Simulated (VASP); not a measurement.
# Si (Fd-3m) in VASP: further runs

The runs below take Si through single point, with PBE.

Program: VASP 6.6.1. These are calculated values, not measurements. Logs are shortened: lines on timing, memory, paths and dates and some standing lists are left out, and cuts for length are marked.

### Step 1. The cell of the first run

It takes space group Fd-3m (No. 227, cubic). The conventional cell has a = 5.470 Å, b = 5.470 Å, c = 5.470 Å, α = 90.00°, β = 90.00°, γ = 90.00°. Within 3.1 Å of Si (site symmetry -43m) lie 4 Si at 2.37 Å.

### Step 2. Single point, PBE

File INCAR:

```
SYSTEM = Si
PREC = Accurate
ENCUT = 500
EDIFF = 1E-6
ISMEAR = 0
SIGMA = 0.1
LREAL = .FALSE.
LASPH = .TRUE.
NELM = 120
ALGO = Normal
ISIF = 2
LWAVE = .FALSE.
LCHARG = .FALSE.
GGA = PE
NBANDS = 16
GGA_COMPAT = .FALSE.
```

File KPOINTS:

```
regular mesh
0
G
  6 6 4
  0 0 0
```

File POSCAR:

```
Si
1.0
    3.8676348200      0.0000000000      0.0000000000
    0.0000000000      3.8676348200      0.0000000000
    0.0000000000      0.0000000000      5.4696616020
Si
4
Direct
    0.0000000000      0.0000000000      0.0000000000
    0.0000000000      0.5000000000      0.2500000000
    0.5000000000      0.5000000000      0.5000000000
    0.5000000000      1.0000000000      0.7500000000
```

Potentials or basis: VASP PAW PBE potentials, release 64 (Si).

Started as:

```bash
cat potpaw_PBE.64/Si/POTCAR > POTCAR
mpirun -np 1 vasp_std > vasp.out
```

OUTCAR:

```text
SYSTEM = Si
   PREC = Accurate
   ENCUT = 500
   EDIFF = 1E-6
   ISMEAR = 0
   LREAL = .FALSE.
   LASPH = .TRUE.
   NELM = 120
   ISIF = 2
   GGA = PE

 ion  position               nearest neighbor table
   1  0.000  0.000  0.000-   2 2.37   4 2.37   2 2.37   4 2.37
   2  0.000  0.500  0.250-   1 2.37   3 2.37   1 2.37   3 2.37
   3  0.500  0.500  0.500-   2 2.37   4 2.37   4 2.37   2 2.37
   4  0.500  0.000  0.750-   1 2.37   3 2.37   3 2.37   1 2.37

  LATTYP: Found a simple tetragonal cell.
 ALAT       =     3.8676348200
 C/A-ratio  =     1.4142135586

  Lattice vectors:

 A1 = (   3.8676348200,   0.0000000000,   0.0000000000)
 A2 = (   0.0000000000,   3.8676348200,   0.0000000000)
 A3 = (   0.0000000000,   0.0000000000,   5.4696616020)

Analysis of symmetry for initial positions (statically):
=====================================================================
 Subroutine PRICEL returns following result:

  LATTYP: Found a face centered cubic cell.
 ALAT       =     5.4696616094

  Lattice vectors:

 A1 = (  -1.9338174100,  -1.9338174100,  -2.7348308010)
 A2 = (   1.9338174100,  -1.9338174100,  -2.7348308010)
 A3 = (   0.0000000000,  -3.8676348200,   0.0000000000)

   2 primitive cells build up your supercell.

 Routine SETGRP: Setting up the symmetry group for a
 simple tetragonal supercell.

 Subroutine GETGRP returns: Found 16 space group operations
 (whereof  8 operations were pure point group operations)
 out of a pool of 16 trial point group operations.

The static configuration has the point symmetry D_2d.
 The point group associated with its full space group is D_4h.

Analysis of symmetry for dynamics (positions and initial velocities):
=====================================================================
 Subroutine PRICEL returns following result:

  LATTYP: Found a face centered cubic cell.
 ALAT       =     5.4696616094

  Lattice vectors:

 A1 = (  -1.9338174100,  -1.9338174100,  -2.7348308010)
 A2 = (   1.9338174100,  -1.9338174100,  -2.7348308010)
 A3 = (   0.0000000000,  -3.8676348200,   0.0000000000)

   2 primitive cells build up your supercell.

 Routine SETGRP: Setting up the symmetry group for a
 simple tetragonal supercell.

 Subroutine GETGRP returns: Found 16 space group operations
 (whereof  8 operations were pure point group operations)
 out of a pool of 16 trial point group operations.

The dynamic configuration has the point symmetry D_2d.
 The point group associated with its full space group is D_4h.

 Subroutine INISYM returns: Found 16 space group operations
 (whereof  8 operations are pure point group operations),
 and found     2 'primitive' translations

----------------------------------------------------------------------------------------

                                     Primitive cell

  volume of cell :      40.9092

  direct lattice vectors                    reciprocal lattice vectors
    -1.933817410 -1.933817410 -2.734830801    -0.258555951  0.000000000 -0.182826667
     1.933817410 -1.933817410 -2.734830801     0.258555951  0.000000000 -0.182826667
     0.000000000 -3.867634820  0.000000000     0.000000000 -0.258555951  0.182826667

  length of vectors
     3.867634815  3.867634815  3.867634820     0.316665076  0.316665076  0.316665076

  position of ions in fractional coordinates (direct lattice)
     0.000000000  0.000000000  0.000000000
     0.750000000  0.750000000  0.750000000

  ion indices of the primitive-cell ions
   primitive index   ion index
                 1           1
                 2           2

----------------------------------------------------------------------------------------

 KPOINTS: regular mesh

Automatic generation of k-mesh.
 Grid dimensions read from file:
 generate k-points for:    6    6    4

 Generating k-lattice:

  Cartesian coordinates                     Fractional coordinates (reciprocal lattice)
     0.043092659  0.000000000  0.000000000     0.166666667  0.000000000  0.000000000
     0.000000000  0.043092659  0.000000000     0.000000000  0.166666667  0.000000000
     0.000000000  0.000000000  0.045706667     0.000000000  0.000000000  0.250000000

  Length of vectors
     0.043092659  0.043092659  0.045706667

  Shift w.r.t. Gamma in fractional coordinates (k-lattice)
     0.000000000  0.000000000  0.000000000

 Subroutine IBZKPT returns following result:
 ===========================================

 Found     30 irreducible k-points:

 Following reciprocal coordinates:
            Coordinates               Weight
  0.000000  0.000000  0.000000      1.000000
  0.166667  0.000000  0.000000      4.000000
  0.333333  0.000000  0.000000      4.000000
  0.500000  0.000000  0.000000      2.000000
  0.166667  0.166667  0.000000      4.000000
  0.333333  0.166667  0.000000      8.000000
[... 16 lines left out ...]
  0.333333  0.000000  0.500000      4.000000
  0.500000  0.000000  0.500000      2.000000
 [... further k-points ...]
   k-points           NKPTS =     30   k-points in BZ     NKDIM =     30   number of bands    NBANDS=     16
   number of dos      NEDOS =    301   number of ions     NIONS =      4
   total plane-waves  NPLWV =  31360
   dimension x,y,z NGX =    28 NGY =   28 NGZ =   40
   dimension x,y,z NGXF=    56 NGYF=   56 NGZF=   80
   ions per type =               4
   NGX,Y,Z   is equivalent  to a cutoff of  12.04, 12.04, 12.16 a.u.
   NGXF,Y,Z  is equivalent  to a cutoff of  24.07, 24.07, 24.32 a.u.
 SYSTEM =  Si
   PREC   = accura    normal or accurate (medium, high low for compatibility)
   ISTART =      0    job   : 0-new  1-cont  2-samecut
   ICHARG =      2    charge: 1-file 2-atom 10-const
   ISPIN  =      1    spin polarized calculation?
   LNONCOLLINEAR =      F non collinear calculations
   LSORBIT =      F    spin-orbit coupling
   LASPH  =      T    aspherical Exc in radial PAW
   ENCUT  =  500.0 eV  36.75 Ry    6.06 a.u.   7.05  7.05  9.97*2*pi/ulx,y,z
   NELM   =    120;   NELMIN=  2; NELMDL= -5     # of ELM steps
   EDIFF  = 0.1E-05   stopping-criterion for ELM
   LREAL  =      F    real-space projection
   EDIFFG = 0.1E-04   stopping-criterion for IOM
   NSW    =      0    number of steps for IOM
   IBRION =     -1    ionic relax: 0-MD 1-quasi-New 2-CG
   NFREE  =      0    steps in history (QN), initial steepest desc. (CG)
   ISIF   =      2    stress and relaxation
   ISYM   =      2    0-nonsym 1-usesym 2-fastsym
   POTIM  = 0.5000    time-step for ionic-motion
   TEBEG  =    0.0;   TEEND  =   0.0 temperature during run
   PSTRESS=    0.0 pullay stress
   NELECT =      16.0000    total number of electrons
   NUPDOWN=      -1.0000    fix difference up-down
   EMIN   =  10.00;   EMAX   =-10.00  energy-range for DOS
   EFERMI =   0.00;   METHOD = LEGACY
   ISMEAR =     0;   SIGMA  =   0.10  broadening in eV -4-tet -1-fermi 0-gaus
   EFERMI_NEDOS =   21; number of points for ismear=-14 and -15
   IALGO  =     38    algorithm
   IMIX   =      4    mixing-type and parameters
     AMIX     =   0.40;   BMIX     =  1.00
     AMIX_MAG =   1.60;   BMIX_MAG =  1.00
  volume/ion in A,a.u.               =      20.45       138.03
  Fermi-wavevector in a.u.,A,eV,Ry     =   0.950235  1.795684 12.285334  0.902947
  Thomas-Fermi vector in A             =   2.078593
   LORBIT       =      0    0 simple, 1 ext, 2 COOP (PROOUT), +10 PAW based schemes
   GGA     = PE    functional components
   LHFCALC =     F    Hartree Fock is set to
   AEXX    =    0.0000 exact exchange contribution
   IVDW    =     0    specifies the selected vdW correction
   LEPSILON=     F    determine dielectric tensor
   LRPA    =     F    only Hartree local field effects (RPA)
 non-spin polarized calculation
 Gauss-broadening in eV      SIGMA  =   0.10
  energy-cutoff  :      500.00
  volume of cell :       81.82
 maximum number of plane-waves:      2112
   NGX = 15   NGY = 15   NGZ = 19

 number of electron      15.9999996 magnetization

 Free energy of the ion-electron system (eV)
  ---------------------------------------------------
  ext. energy  EPLUGINS =         0.00000000
  ---------------------------------------------------
  free energy    TOTEN  =       -21.68324429 eV

  energy without entropy =      -21.68324424  energy(sigma->0) =      -21.68324426

 E-fermi :   5.9415     XC(G=0):  -9.3240

 val. band max:        5.6136002389   @ k =   0.0000   0.0000   0.0000
 cond. band min:       6.2635799245   @ k =   0.0000   0.0000   0.2500
 fundamental gap:      0.6499796857
 Fermi energy:         5.9415039866

 k-point     1 :       0.0000    0.0000    0.0000
  band No.  band energies     occupation
      1      -6.1982      2.00000
      2      -2.1314      2.00000
      3      -2.1314      2.00000
      4       2.8204      2.00000
      5       2.8204      2.00000
      6       5.6132      2.00000
[... 8 lines left out ...]
     15      13.3213      0.00000
     16      13.3248      0.00000

 k-point     2 :       0.1667    0.0000    0.0000
  band No.  band energies     occupation
      1      -5.9607      2.00000
      2      -2.2756      2.00000
      3      -1.8722      2.00000
      4       1.8584      2.00000
      5       3.0094      2.00000
      6       4.0243      2.00000
[... 8 lines left out ...]
     15      12.4414      0.00000
     16      13.1658      0.00000

 k-point     3 :       0.3333    0.0000    0.0000
  band No.  band energies     occupation
      1      -5.2667      2.00000
      2      -3.0029      2.00000
      3      -1.0988      2.00000
      4       1.3047      2.00000
      5       1.9168      2.00000
      6       3.2571      2.00000
[... 8 lines left out ...]
     15      11.7348      0.00000
     16      12.0188      0.00000

 k-point     4 :       0.5000    0.0000    0.0000
  band No.  band energies     occupation
      1      -4.1950      2.00000
      2      -4.1950      2.00000
      3       0.1749      2.00000
      4       0.1749      2.00000
      5       1.9456      2.00000
      6       1.9456      2.00000
[... 8 lines left out ...]
     15      11.6520      0.00000
     16      11.6520      0.00000
[... 324 lines left out ...]
 k-point    22 :       0.1667    0.0000    0.5000
  band No.  band energies     occupation
      1      -4.9233      2.00000
      2      -4.9233      2.00000
      3       1.2111      2.00000
      4       1.2111      2.00000
      5       3.6535      2.00000
      6       3.6535      2.00000
[... 8 lines left out ...]
     15      10.6453      0.00000
     16      10.6453      0.00000

 k-point    23 :       0.3333    0.0000    0.5000
  band No.  band energies     occupation
      1      -4.3590      2.00000
      2      -4.3590      2.00000
      3      -0.4043      2.00000
      4      -0.4043      2.00000
      5       4.0589      2.00000
      6       4.0589      2.00000
[... 8 lines left out ...]
     15      12.5769      0.00000
     16      12.5769      0.00000

 k-point    24 :       0.5000    0.0000    0.5000
  band No.  band energies     occupation
      1      -3.9206      2.00000
      2      -3.9206      2.00000
      3      -1.2533      2.00000
      4      -1.2533      2.00000
      5       4.4352      2.00000
      6       4.4352      2.00000
[... 8 lines left out ...]
     15      13.3136      0.00000
     16      13.3136      0.00000

 [... further k-points ...]
[... 5 lines left out ...]
  --------------------------------------------------------------------------------------
  -------------------------------------------------------------------------------------
  Total        0.0301788      0.0301788     -0.0984371      0.0000000      0.0000000      0.0000000
  in kB        0.5909633      0.5909633     -1.9276058      0.0000000      0.0000000      0.0000000
  external PRESSURE =      -0.2485597 kB  Pullay stress =       0.0000000 kB

 VOLUME and BASIS-vectors are now :
 -----------------------------------------------------------------------------
  energy-cutoff  :      500.00
  volume of cell :       81.82
      direct lattice vectors                 reciprocal lattice vectors
     3.867634820  0.000000000  0.000000000     0.258555951  0.000000000  0.000000000
     0.000000000  3.867634820  0.000000000     0.000000000  0.258555951  0.000000000
     0.000000000  0.000000000  5.469661602     0.000000000  0.000000000  0.182826667

 POSITION                                       TOTAL-FORCE (eV/Angst)
 -----------------------------------------------------------------------------------
      0.00000      0.00000      0.00000        -0.000000      0.000000     -0.000000
      0.00000      1.93382      1.36742         0.000000     -0.000000      0.000000
      1.93382      1.93382      2.73483        -0.000000      0.000000      0.000000
      1.93382      0.00000      4.10225         0.000000     -0.000000      0.000000
 -----------------------------------------------------------------------------------
    total drift:                               -0.000000      0.000000      0.000000

  FREE ENERGIE OF THE ION-ELECTRON SYSTEM (eV)
  ---------------------------------------------------
  free  energy   TOTEN  =       -21.6832442850 eV

  energy  without entropy=      -21.6832442355  energy(sigma->0) =      -21.68324426
```

It took 13 s on 1 thread of AMD EPYC 9R45 (Zen 5), shared host; peak memory 0.15 GiB.

What came out:

| Property | Result |
| --- | --- |
| Free energy | -21.6832 eV |
| Pressure | 0.0 GPa |
| Band gap on the k mesh | 0.65 eV |

### Step 3. Single point, PBE

File INCAR:

```
SYSTEM = Si
PREC = Accurate ; ENCUT = 500
EDIFF = 1E-6 ; ISMEAR = 0
SIGMA = 0.02 ; LREAL = .False.
LASPH = .True. ; NELM = 120
ALGO = Normal ; ISIF = 2
LWAVE = .False. ; LCHARG = .False.
GGA = PE ; NBANDS = 16
GGA_COMPAT = .False.
```

File KPOINTS:

```
Automatic mesh
0
Gamma
  8 8 6
  0 0 0
```

POSCAR is that of step 2.

Potentials or basis: VASP PAW PBE potentials, release 64 (Si).

Started as:

```bash
cat potpaw_PBE.64/Si/POTCAR > POTCAR
mpirun -np 1 vasp_std > vasp.out
```

OUTCAR:

```text
SYSTEM = Si
   PREC = Accurate
   ENCUT = 500
   EDIFF = 1E-6
   ISMEAR = 0
   LREAL = .False.
   LASPH = .True.
   NELM = 120
   ISIF = 2
   GGA = PE

 ion  position               nearest neighbor table
   1  0.000  0.000  0.000-   2 2.37   4 2.37   2 2.37   4 2.37
   2  0.000  0.500  0.250-   1 2.37   3 2.37   1 2.37   3 2.37
   3  0.500  0.500  0.500-   2 2.37   4 2.37   4 2.37   2 2.37
   4  0.500  0.000  0.750-   1 2.37   3 2.37   3 2.37   1 2.37

  LATTYP: Found a simple tetragonal cell.
 ALAT       =     3.8676348200
 C/A-ratio  =     1.4142135586

[... 663 lines left out ...]
     16      11.1847      0.00000

 [... further k-points ...]
[... 5 lines left out ...]
  --------------------------------------------------------------------------------------
  -------------------------------------------------------------------------------------
  Total       -0.0150125     -0.0150125     -0.0411253      0.0000000      0.0000000      0.0000000
  in kB       -0.2939756     -0.2939756     -0.8053192      0.0000000      0.0000000      0.0000000
  external PRESSURE =      -0.4644235 kB  Pullay stress =       0.0000000 kB

 VOLUME and BASIS-vectors are now :
 -----------------------------------------------------------------------------
  energy-cutoff  :      500.00
  volume of cell :       81.82
      direct lattice vectors                 reciprocal lattice vectors
     3.867634820  0.000000000  0.000000000     0.258555951  0.000000000  0.000000000
     0.000000000  3.867634820  0.000000000     0.000000000  0.258555951  0.000000000
     0.000000000  0.000000000  5.469661602     0.000000000  0.000000000  0.182826667

 POSITION                                       TOTAL-FORCE (eV/Angst)
 -----------------------------------------------------------------------------------
      0.00000      0.00000      0.00000         0.000000     -0.000000     -0.000000
      0.00000      1.93382      1.36742         0.000000      0.000000      0.000000
      1.93382      1.93382      2.73483        -0.000000     -0.000000     -0.000000
      1.93382      0.00000      4.10225         0.000000      0.000000      0.000000
 -----------------------------------------------------------------------------------
    total drift:                               -0.000000      0.000000      0.000000

  FREE ENERGIE OF THE ION-ELECTRON SYSTEM (eV)
  ---------------------------------------------------
  free  energy   TOTEN  =       -21.6972149200 eV

  energy  without entropy=      -21.6972149200  energy(sigma->0) =      -21.69721492
```

stdout:

```text
POSCAR found type information on POSCAR Si
 POSCAR found :  1 types and       4 ions
 scaLAPACK will be used
 LDA part: xc-table for (Slater+PW92), standard interpolation
 POSCAR, INCAR and KPOINTS ok, starting setup
 FFT: planning ... GRIDC
 FFT: planning ... GRID_SOFT
 FFT: planning ... GRID
 WAVECAR not read
 entering main loop
```

Run time: 24 s. Hardware: 1 thread of AMD EPYC 9R45 (Zen 5), shared host; peak memory 0.17 GiB.

Results:

```yaml
Free_energy: -21.6972 eV
Pressure: 0.0 GPa
Band_gap_on_the_k_mesh: 0.61 eV
```

Levels at points of the mesh, in eV from the valence-band top:
```csv
k point,band 6,band 7,band 8,band 9,band 10,band 11
"(0.00, 0.00, 0.00)",0.00,0.00,0.00,0.75,0.75,2.56
"(0.50, 0.00, 0.00)",-3.67,-1.30,-1.30,2.44,2.44,4.75
"(0.50, 0.50, 0.00)",-2.79,-2.79,-2.79,0.75,0.75,0.75
"(0.00, 0.00, 0.50)",-1.85,-1.85,-1.85,1.15,1.15,3.14
"(0.50, 0.00, 0.50)",-1.18,-1.18,-1.18,1.46,1.46,3.35
"(0.50, 0.50, 0.50)",-3.76,-3.76,-3.76,4.27,4.27,4.27
```
